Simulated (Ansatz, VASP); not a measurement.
ZrC: VASP beside Ansatz

```
CELL_PARAMETERS angstrom
3.27926 0.00000 0.00000
-1.63963 2.83992 0.00000
0.00000 0.00000 2.92823
ATOMIC_POSITIONS crystal
Zr 0.00000 0.00000 0.50000
C 0.33333 0.66667 0.00000
```

Alike in both runs: functional PBE; k mesh 6 × 6 × 6; occupations gaussian, width 0.2 eV; no spin polarisation.

Ansatz relaxed the structure, and its values are those at the end. VASP's run is a single point on that final structure, the one shown.

|  | VASP | Ansatz |
| --- | --- | --- |
| version | VASP 6.6.1 | Ansatz 0.2.0 |
| potentials or method | VASP PAW PBE potentials, release 64 (Zr_sv, C), cutoff 600 eV | scalar-relativistic, plane waves, PAW |
| valence electrons in the cell | 16 | 16 |

```tsv
	VASP	Ansatz	Ansatz less VASP
gap on the k mesh at the Fermi level (eV)	none	none	-
pressure (GPa)	-0.1	-0.2	-0.13
```

A gap of «none» marks a metal or a gap that the smearing closes.

The k mesh is coarse, so the values compare programs but aren't converged.
